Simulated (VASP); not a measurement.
Wanted: the native input for a VASP 6.6.1 run.

- Task: single point
- Functional: BLYP
- Potentials or basis: VASP PAW PBE potentials, release 64 (Hf_pv, Pd, Se, Br, O)
- Cutoff: 520 eV
- k mesh: 4 × 4 × 3
- Occupations: fermi-dirac, width 0.05 eV
- Spin: no spin polarisation
- Dipole correction: no
- Further INCAR settings: ALGO = Normal; EDIFF = 1e-06; NBANDS = 53

The structure of Hf2Pd2Se2Br2O3 lies in POSCAR:

```
Hf2Pd2Se2Br2O3
1.0
    5.9992648398     -0.0000030072      0.0000000000
   -2.9996298156      5.1955172589      0.0000000000
    0.0000000000      0.0000000000     11.5639579968
Hf Pd Se Br O
2 2 2 2 3
Direct
    0.3333333333      0.6666666667      0.5822123605
    0.6666666667      0.3333333333      0.5822123605
    0.3333333333      0.6666666667      0.0233756391
    0.6666666667      0.3333333333      0.0233756391
    0.3333333333      0.6666666667      0.8200333260
    0.6666666667      0.3333333333      0.8200333260
    0.0000000000      0.0000000000      0.0739669125
    0.0000000000      0.0000000000      0.6757465980
    0.5000000000      0.0000000000      0.5112612794
    0.0000000000      0.5000000000      0.5112612794
    0.5000000000      0.5000000000      0.5112612794
```

These files were run (other wordings do the same):

INCAR

```
SYSTEM = Hf2Pd2Se2Br2O3
  PREC = Accurate
  ENCUT = 520
  EDIFF = 1E-6
  ISMEAR = -1
  SIGMA = 0.05
  LREAL = .FALSE.
  LASPH = .TRUE.
  NELM = 60
  ALGO = Normal
  ISIF = 2
  LWAVE = .FALSE.
  LCHARG = .FALSE.
  GGA = B5
  ALDAX = 1.0
  AGGAX = 1.0
  AGGAC = 1.0
  ALDAC = 0.0
  NBANDS = 53
```

KPOINTS

```
Automatic mesh
0
G
  4 4 3
  0 0 0
```

Potentials or basis: VASP PAW PBE potentials, release 64 (Hf_pv, Pd, Se, Br, O).

Command:

```sh
$ cat potpaw_PBE.64/Hf_pv/POTCAR potpaw_PBE.64/Pd/POTCAR potpaw_PBE.64/Se/POTCAR potpaw_PBE.64/Br/POTCAR potpaw_PBE.64/O/POTCAR > POTCAR
$ mpirun -np 1 vasp_std > vasp.out
```

Results of the run:

```
Pressure               : -0.1 GPa
Largest force          : 0.144 eV/Å
Band gap on the k mesh : zero (band 42 reaches -0.21 eV, above the bottom of band 43 at -0.28 eV)
```

Caveat: the PAW data sets were made with another functional, which shifts forces and pressure a little; spin-orbit coupling is left out, which moves the levels of the heavy elements.

Run time: 12 min on 1 thread of Intel(R) Xeon(R) Platinum 8259CL CPU @ 2.50GHz (Skylake/Cascade Lake), on a shared host, peak memory 0.6 GiB.
